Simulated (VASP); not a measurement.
# Ba (Fm-3m) in VASP: further runs

Ba is run at these levels: PBEsol; tasks: single point, relaxation of cell and atoms.

All numbers are computed with VASP 6.6.1; they aren't measurements. Logs are shortened: lines on timing, memory, paths and dates and some standing lists are left out, and cuts for length are marked.

### 1 The cell of the first run

The structure is cubic, space group Fm-3m (No. 225). Conventional cell: a = 6.342 Å, b = 6.342 Å, c = 6.342 Å, α = 90.00°, β = 90.00°, γ = 90.00°. Ba (site symmetry m-3m) has 12 Ba at 4.48 Å within 5.9 Å.

This isn't the form of Ba at room conditions, which is bcc.

### 2 Single point, PBEsol

INCAR reads:

```
PREC = Accurate
ENCUT = 500
EDIFF = 1E-6
ISMEAR = 0
SIGMA = 0.1
LREAL = False
LASPH = True
NELM = 120
ALGO = Normal
ISIF = 2
LWAVE = False
LCHARG = False
GGA = PS
NBANDS = 11
GGA_COMPAT = False
```

KPOINTS reads:

```
Automatic mesh
0
Gamma
  6 6 6
```

POSCAR reads:

```
Ba
1.0
    0.0000000000      3.1711529127      3.1711529127
    3.1711529127      0.0000000000      3.1711529127
    3.1711529127      3.1711529127      0.0000000000
Ba
1
Direct
    0.0000000000      0.0000000000      0.0000000000
```

Potentials or basis: VASP PAW PBE potentials, release 64 (Ba_sv).

Launch:

```
cat potpaw_PBE.64/Ba_sv/POTCAR > POTCAR
mpirun -np 1 vasp_std > vasp.out
```

OUTCAR:

```text
PREC = Accurate
   ENCUT = 500
   EDIFF = 1E-6
   ISMEAR = 0
   LREAL = False
   LASPH = True
   NELM = 120
   ISIF = 2
   GGA = PS

 ion  position               nearest neighbor table
   1  0.000  0.000  0.000-

  LATTYP: Found a face centered cubic cell.
 ALAT       =     6.3423058254

  Lattice vectors:

 A1 = (   0.0000000000,   3.1711529127,   3.1711529127)
 A2 = (   3.1711529127,   0.0000000000,   3.1711529127)
 A3 = (   3.1711529127,   3.1711529127,   0.0000000000)

Analysis of symmetry for initial positions (statically):
=====================================================================
 Subroutine PRICEL returns:
 Original cell was already a primitive cell.

 Routine SETGRP: Setting up the symmetry group for a
 face centered cubic supercell.

 Subroutine GETGRP returns: Found 48 space group operations
 (whereof 48 operations were pure point group operations)
 out of a pool of 48 trial point group operations.

The static configuration has the point symmetry O_h .

Analysis of symmetry for dynamics (positions and initial velocities):
=====================================================================
 Subroutine PRICEL returns:
 Original cell was already a primitive cell.

 Routine SETGRP: Setting up the symmetry group for a
 face centered cubic supercell.

 Subroutine GETGRP returns: Found 48 space group operations
 (whereof 48 operations were pure point group operations)
 out of a pool of 48 trial point group operations.

The dynamic configuration has the point symmetry O_h .

 Subroutine INISYM returns: Found 48 space group operations
 (whereof 48 operations are pure point group operations),
 and found     1 'primitive' translations

----------------------------------------------------------------------------------------

                                     Primitive cell

  volume of cell :      63.7796

  direct lattice vectors                    reciprocal lattice vectors
     0.000000000  3.171152913  3.171152913    -0.157671362  0.157671362  0.157671362
     3.171152913  0.000000000  3.171152913     0.157671362 -0.157671362  0.157671362
     3.171152913  3.171152913  0.000000000     0.157671362  0.157671362 -0.157671362

  length of vectors
     4.484687457  4.484687457  4.484687457     0.273094811  0.273094811  0.273094811

  position of ions in fractional coordinates (direct lattice)
     0.000000000  0.000000000  0.000000000

  ion indices of the primitive-cell ions
   primitive index   ion index
                 1           1

----------------------------------------------------------------------------------------

 KPOINTS: Automatic mesh

Automatic generation of k-mesh.
 Grid dimensions read from file:
 generate k-points for:    6    6    6

 Generating k-lattice:

  Cartesian coordinates                     Fractional coordinates (reciprocal lattice)
    -0.026278560  0.026278560  0.026278560     0.166666667  0.000000000  0.000000000
     0.026278560 -0.026278560  0.026278560     0.000000000  0.166666667  0.000000000
     0.026278560  0.026278560 -0.026278560     0.000000000  0.000000000  0.166666667

  Length of vectors
     0.045515802  0.045515802  0.045515802

  Shift w.r.t. Gamma in fractional coordinates (k-lattice)
     0.000000000  0.000000000  0.000000000

 Subroutine IBZKPT returns following result:
 ===========================================

 Found     16 irreducible k-points:

 Following reciprocal coordinates:
            Coordinates               Weight
  0.000000  0.000000  0.000000      1.000000
  0.166667  0.000000  0.000000      8.000000
  0.333333  0.000000  0.000000      8.000000
  0.500000  0.000000  0.000000      4.000000
  0.166667  0.166667  0.000000      6.000000
  0.333333  0.166667  0.000000     24.000000
[... 8 lines left out ...]
 -0.333333  0.333333  0.166667     24.000000
 -0.333333  0.500000  0.166667     12.000000
   k-points           NKPTS =     16   k-points in BZ     NKDIM =     16   number of bands    NBANDS=     11
   number of dos      NEDOS =    301   number of ions     NIONS =      1
   total plane-waves  NPLWV =  46656
   dimension x,y,z NGX =    36 NGY =   36 NGZ =   36
   dimension x,y,z NGXF=    72 NGYF=   72 NGZF=   72
   ions per type =               1
   NGX,Y,Z   is equivalent  to a cutoff of  13.35, 13.35, 13.35 a.u.
   NGXF,Y,Z  is equivalent  to a cutoff of  26.69, 26.69, 26.69 a.u.
 SYSTEM =  unknown system
   PREC   = accura    normal or accurate (medium, high low for compatibility)
   ISTART =      0    job   : 0-new  1-cont  2-samecut
   ICHARG =      2    charge: 1-file 2-atom 10-const
   ISPIN  =      1    spin polarized calculation?
   LNONCOLLINEAR =      F non collinear calculations
   LSORBIT =      F    spin-orbit coupling
   LASPH  =      T    aspherical Exc in radial PAW
   ENCUT  =  500.0 eV  36.75 Ry    6.06 a.u.   8.18  8.18  8.18*2*pi/ulx,y,z
   NELM   =    120;   NELMIN=  2; NELMDL= -5     # of ELM steps
   EDIFF  = 0.1E-05   stopping-criterion for ELM
   LREAL  =      F    real-space projection
   EDIFFG = 0.1E-04   stopping-criterion for IOM
   NSW    =      0    number of steps for IOM
   IBRION =     -1    ionic relax: 0-MD 1-quasi-New 2-CG
   NFREE  =      0    steps in history (QN), initial steepest desc. (CG)
   ISIF   =      2    stress and relaxation
   ISYM   =      2    0-nonsym 1-usesym 2-fastsym
   POTIM  = 0.5000    time-step for ionic-motion
   TEBEG  =    0.0;   TEEND  =   0.0 temperature during run
   PSTRESS=    0.0 pullay stress
   NELECT =      10.0000    total number of electrons
   NUPDOWN=      -1.0000    fix difference up-down
   EMIN   =  10.00;   EMAX   =-10.00  energy-range for DOS
   EFERMI =   0.00;   METHOD = LEGACY
   ISMEAR =     0;   SIGMA  =   0.10  broadening in eV -4-tet -1-fermi 0-gaus
   EFERMI_NEDOS =   21; number of points for ismear=-14 and -15
   IALGO  =     38    algorithm
   IMIX   =      4    mixing-type and parameters
     AMIX     =   0.40;   BMIX     =  1.00
     AMIX_MAG =   1.60;   BMIX_MAG =  1.00
  volume/ion in A,a.u.               =      63.78       430.41
  Fermi-wavevector in a.u.,A,eV,Ry     =   0.882770  1.668194 10.602791  0.779283
  Thomas-Fermi vector in A             =   2.003446
   LORBIT       =      0    0 simple, 1 ext, 2 COOP (PROOUT), +10 PAW based schemes
   GGA     = PS    functional components
   LHFCALC =     F    Hartree Fock is set to
   AEXX    =    0.0000 exact exchange contribution
   IVDW    =     0    specifies the selected vdW correction
   LEPSILON=     F    determine dielectric tensor
   LRPA    =     F    only Hartree local field effects (RPA)
 non-spin polarized calculation
 Gauss-broadening in eV      SIGMA  =   0.10
  energy-cutoff  :      500.00
  volume of cell :       63.78
 maximum number of plane-waves:      1639
 NGX is ok and might be reduce to    36
   NGX = 17   NGY = 17   NGZ = 17

 number of electron      10.0000000 magnetization

 Free energy of the ion-electron system (eV)
  ---------------------------------------------------
  ext. energy  EPLUGINS =         0.00000000
  ---------------------------------------------------
  free energy    TOTEN  =        -2.10981817 eV

  energy without entropy =       -2.09031468  energy(sigma->0) =       -2.10006643

 E-fermi :   1.6180     XC(G=0):  -7.4625

 val. band max:        1.5527000885   @ k =  -0.3333   0.3333   0.0000
 cond. band min:       1.6218847165   @ k =   0.5000   0.3333   0.0000
 fundamental gap:      0.0691846280
 Fermi energy:         1.6179621907

 k-point     1 :       0.0000    0.0000    0.0000
  band No.  band energies     occupation
      1     -27.3469      2.00000
      2     -12.2911      2.00000
      3     -12.2911      2.00000
      4     -12.2911      2.00000
      5      -1.2672      2.00000
      6       3.2888      0.00000
      7       3.2888      0.00000
      8       3.2888      0.00000
      9       4.8434      0.00000
     10       4.8434      0.00000
     11       7.5066      0.00000

 k-point     2 :       0.1667    0.0000    0.0000
  band No.  band energies     occupation
      1     -27.3374      2.00000
      2     -12.4092      2.00000
      3     -12.3060      2.00000
      4     -12.3060      2.00000
      5      -0.8036      2.00000
      6       2.8125      0.00000
      7       3.4638      0.00000
      8       3.4638      0.00000
      9       4.6503      0.00000
     10       4.6503      0.00000
     11       8.1524      0.00000

 k-point     3 :       0.3333    0.0000    0.0000
  band No.  band energies     occupation
      1     -27.3182      2.00000
      2     -12.6329      2.00000
      3     -12.3357      2.00000
      4     -12.3357      2.00000
      5       0.1651      2.00000
      6       2.3846      0.00000
      7       3.3267      0.00000
      8       3.3267      0.00000
      9       5.2365      0.00000
     10       5.2365      0.00000
     11       7.2563      0.00000

 k-point     4 :       0.5000    0.0000    0.0000
  band No.  band energies     occupation
      1     -27.3086      2.00000
      2     -12.7393      2.00000
      3     -12.3503      2.00000
      4     -12.3503      2.00000
      5       0.5640      2.00000
      6       2.5644      0.00000
      7       3.1472      0.00000
      8       3.1472      0.00000
      9       6.0328      0.00000
     10       6.0328      0.00000
     11       7.3621      0.00000
[... 127 lines left out ...]
 k-point    14 :       0.5000    0.3333    0.1667
  band No.  band energies     occupation
      1     -27.3055      2.00000
      2     -12.6267      2.00000
      3     -12.4729      2.00000
      4     -12.3899      2.00000
      5       1.0155      2.00000
      6       1.9801      0.00000
      7       2.3820      0.00000
      8       4.2432      0.00000
      9       4.9288      0.00000
     10       6.4893      0.00000
     11       7.7651      0.00000

 k-point    15 :      -0.3333    0.3333    0.1667
  band No.  band energies     occupation
      1     -27.2991      2.00000
      2     -12.6390      2.00000
      3     -12.5272      2.00000
      4     -12.4151      2.00000
      5       1.6711      0.45231
      6       1.6842      0.34893
      7       2.4233      0.00000
      8       3.9571      0.00000
      9       5.5266      0.00000
     10       6.8518      0.00000
     11       6.8890      0.00000

 k-point    16 :      -0.3333    0.5000    0.1667
  band No.  band energies     occupation
      1     -27.2960      2.00000
      2     -12.6479      2.00000
      3     -12.5186      2.00000
      4     -12.4567      2.00000
      5       1.2203      2.00000
      6       1.7689      0.03279
      7       2.7865      0.00000
      8       4.2313      0.00000
      9       6.4009      0.00000
     10       6.9933      0.00000
     11       7.2077      0.00000

------------------------ aborting loop because EDIFF is reached ----------------------------------------

  FORCE on cell =-STRESS in cart. coord.  units (eV):
  Direction    XX          YY          ZZ          XY          YZ          ZX
  --------------------------------------------------------------------------------------
  -------------------------------------------------------------------------------------
  Total       -0.2743238     -0.2743238     -0.2743238      0.0000000      0.0000000     -0.0000000
  in kB       -6.8911626     -6.8911626     -6.8911626      0.0000000      0.0000000     -0.0000000
  external PRESSURE =      -6.8911626 kB  Pullay stress =       0.0000000 kB

 VOLUME and BASIS-vectors are now :
 -----------------------------------------------------------------------------
  energy-cutoff  :      500.00
  volume of cell :       63.78
      direct lattice vectors                 reciprocal lattice vectors
     0.000000000  3.171152913  3.171152913    -0.157671362  0.157671362  0.157671362
     3.171152913  0.000000000  3.171152913     0.157671362 -0.157671362  0.157671362
     3.171152913  3.171152913  0.000000000     0.157671362  0.157671362 -0.157671362

 POSITION                                       TOTAL-FORCE (eV/Angst)
 -----------------------------------------------------------------------------------
      0.00000      0.00000      0.00000         0.000000      0.000000      0.000000
 -----------------------------------------------------------------------------------
    total drift:                               -0.000000      0.000000      0.000000

  FREE ENERGIE OF THE ION-ELECTRON SYSTEM (eV)
  ---------------------------------------------------
  free  energy   TOTEN  =        -2.1098181719 eV

  energy  without entropy=       -2.0903146815  energy(sigma->0) =       -2.10006643
```

Run time: 18 s. Hardware: 1 thread of Intel Xeon 8259CL, shared host; peak memory 0.2 GiB.

Results:

* Free energy: -2.1098 eV
* Pressure: -0.7 GPa
* Band gap on the k mesh: zero (bands 5 and 6 overlap by 0.31 eV)

Levels at points of the mesh, in eV from the Fermi level:
| k point | band 1 | band 2 | band 3 | band 4 | band 5 | band 6 | band 7 | band 8 | band 9 | band 10 |
| --- | --- | --- | --- | --- | --- | --- | --- | --- | --- | --- |
| (0.00, 0.00, 0.00) | -28.96 | -13.91 | -13.91 | -13.91 | -2.89 | 1.67 | 1.67 | 1.67 | 3.23 | 3.23 |
| (0.50, 0.00, 0.00) | -28.93 | -14.36 | -13.97 | -13.97 | -1.05 | 0.95 | 1.53 | 1.53 | 4.41 | 4.41 |
| (0.50, 0.50, 0.00) | -28.91 | -14.33 | -14.07 | -14.07 | -0.89 | -0.25 | 1.93 | 4.43 | 4.78 | 4.78 |

Caveat: the PAW data sets were made with another functional, which shifts forces and pressure a little; spin-orbit coupling is left out, which moves the levels of the heavy elements.

### 3 Single point, PBEsol

This run uses another cell than the first one, of 58.45 Å³/atom.

INCAR reads:

```
SYSTEM = Ba
PREC = Accurate ; ENCUT = 500
EDIFF = 1E-6 ; ISMEAR = 0
SIGMA = 0.1 ; LREAL = .False.
LASPH = .True. ; NELM = 120
ALGO = Normal ; ISIF = 2
LWAVE = .False. ; LCHARG = .True.
GGA = PS ; LELF = .True.
LVHAR = .True. ; NBANDS = 11
GGA_COMPAT = .False.
```

KPOINTS reads:

```
regular mesh
0
Gamma
  12 12 12
  0 0 0
```

POSCAR reads:

```
Ba
1.0
    0.0000000000      3.0802653905      3.0802653905
    3.0802653905      0.0000000000      3.0802653905
    3.0802653905      3.0802653905      0.0000000000
Ba
1
Direct
    0.0000000000      0.0000000000      0.0000000000
```

Potentials or basis: VASP PAW PBE potentials, release 64 (Ba_sv).

Launch:

```
cat potpaw_PBE.64/Ba_sv/POTCAR > POTCAR
mpirun -np 1 vasp_std > vasp.out
```

Run time: 38 s. Hardware: 1 thread of Intel Xeon 8259CL, shared host; peak memory 0.2 GiB.

The run converged. Its results:

```
Free energy            : -2.1356 eV
Pressure               : 0.1 GPa
Band gap on the k mesh : zero (bands 5 and 6 overlap by 0.41 eV)
```

Levels at points of the mesh, in eV from the Fermi level:
| k point | band 1 | band 2 | band 3 | band 4 | band 5 | band 6 | band 7 | band 8 | band 9 | band 10 |
| --- | --- | --- | --- | --- | --- | --- | --- | --- | --- | --- |
| (0.00, 0.00, 0.00) | -28.74 | -13.63 | -13.63 | -13.63 | -2.84 | 1.84 | 1.84 | 1.84 | 3.56 | 3.56 |
| (0.50, 0.00, 0.00) | -28.69 | -14.22 | -13.71 | -13.71 | -1.01 | 1.30 | 1.68 | 1.68 | 4.89 | 4.89 |
| (0.50, 0.50, 0.00) | -28.67 | -14.19 | -13.84 | -13.84 | -0.91 | -0.26 | 2.38 | 4.91 | 5.30 | 5.30 |

Caveat: the PAW data sets were made with another functional, which shifts forces and pressure a little; spin-orbit coupling is left out, which moves the levels of the heavy elements.

(Part 1 of 2 ends here.)

The gap in the log of VASP goes by the Fermi energy; the results here count the filled bands.